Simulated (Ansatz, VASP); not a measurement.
# GaN in VASP and in Ansatz

```
Ga N
1.0
     0.00000    2.24895    2.24895
     2.24895    0.00000    2.24895
     2.24895    2.24895    0.00000
Ga N
1 1
Direct
  0.00000 0.00000 0.00000
  0.25000 0.25000 0.25000
```

Alike in both runs: task single point; functional PBE-based global hybrid with a share of 0.75 of exact exchange; k mesh 4 × 4 × 4; no spin polarisation.

```csv
,VASP,Ansatz
version,VASP 6.6.1,Ansatz 0.2.0
potentials or method,"VASP PAW PBE potentials, release 64 (Ga_d, N)",plane waves
plane-wave cutoff (eV),520,420
occupations,"gaussian, width 0.01 eV",fixed
valence electrons in the cell,18,18
```

```tsv
	VASP	Ansatz	Ansatz less VASP
gap on the k mesh at the Fermi level (eV)	8.32	8.14	-0.182
pressure (GPa)	-11.9	-11.2	+0.74
```

VASP's potentials were made for PBE, not for PBE-based global hybrid. Ansatz's warnings: stress exchange threshold loose, stress scf threshold loose.

The k mesh is coarse, so the values compare programs but aren't converged.
